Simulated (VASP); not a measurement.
**CaS: single point with PBE**

CaS:

```
CELL_PARAMETERS angstrom
2.83700 -2.86145 -0.15861
2.83700 2.86145 -0.15861
-2.67312 0.00000 3.01663
ATOMIC_POSITIONS crystal
Ca 0.00000 0.00000 0.00000
S 0.50000 0.50000 0.00000
```

| Quantity | Value |
| --- | --- |
| Program | VASP 6.6.1 |
| Task | single point |
| Functional | PBE |
| Potentials or basis | VASP PAW PBE potentials, release 64 (Ca_sv, S) |
| Cutoff | 500 eV |
| k mesh | 4 × 4 × 4 |
| Occupations | gaussian, width 0.15 eV |
| Spin | no spin polarisation |
| Dipole correction | no |
| Further INCAR settings | ALGO = Normal; EDIFF = 1e-06; NBANDS = 15 |

* Pressure: 0.3 GPa
* Band gap on the k mesh: 2.36 eV, indirect (least direct gap 3.15 eV)

Stress tensor (GPa, compression positive):
```
 0.78  0.00 -0.09
 0.00  0.07  0.00
-0.09  0.00  0.03
```

Levels at points of the mesh, in eV from the valence-band top:
```
           k point  band 5  band 6  band 7  band 8  band 9  band 10  band 11  band 12
(0.00, 0.00, 0.00)  -11.30   -0.01   -0.01    0.00    4.08     4.13     4.14     4.19
(0.50, 0.00, 0.00)  -10.51   -3.07   -1.15   -1.14    5.20     6.02     6.15     6.16
(0.50, 0.50, 0.00)  -10.69   -2.27   -0.81   -0.79    2.36     5.56     5.97     6.72
(0.00, 0.00, 0.50)  -10.69   -2.28   -0.80   -0.79    2.36     5.56     5.97     6.72
(0.50, 0.00, 0.50)  -10.51   -3.07   -1.15   -1.15    5.19     6.02     6.15     6.17
(0.50, 0.50, 0.50)  -10.68   -2.25   -0.82   -0.82    2.36     5.58     5.96     6.73
```

Run time: 16 s on 1 thread of AMD EPYC 7R43 64-Core Processor (Zen 3), on a shared host, peak memory 0.13 GiB.

Caveat: the k points lie up to 0.55 Å⁻¹ apart. A k mesh can miss the band edges.
